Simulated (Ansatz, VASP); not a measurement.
**In in VASP and in Ansatz**

```xyz
3
Lattice="1.6752 0.9672 8.2347 -1.6752 0.9672 8.2347 0.0000 -1.9343 8.2347" Properties=species:S:1:pos:R:3 pbc="T T T"
In    0.0000    0.0000    0.0000
In    0.0000    0.0000   19.2202
In    0.0000    0.0000    5.4840
```

Change from the starting cell: volume scaled by 1.01, crystal datasets.

Alike in both runs: task electric field gradients; functional PBE; k mesh 14 × 14 × 14; occupations fermi-dirac, width 0.05 eV; no spin polarisation.

```csv
,VASP,Ansatz
version,VASP 6.6.1,Ansatz 0.2.0
potentials or method,"VASP PAW PBE potentials, release 64 (In_d), cutoff 520 eV","all-electron PAW with datasets made for the crystal, scalar-relativistic"
```

```csv
,VASP,Ansatz,Ansatz less VASP
pressure (GPa),1.3,1.3,+0.03
"traceless stress, the component that is largest in VASP (GPa)",0.16,0.15,-0.002
rms of the force components (eV/Å),0.007,0.006,-0.0002
size of Vzz on the site where it differs most (V/Å²),4.5,4.8,+0.33
```

Atom by atom the forces differ by 0.000 eV/Å (rms over components). Ansatz ran all-electron here, and VASP with PAW potentials.
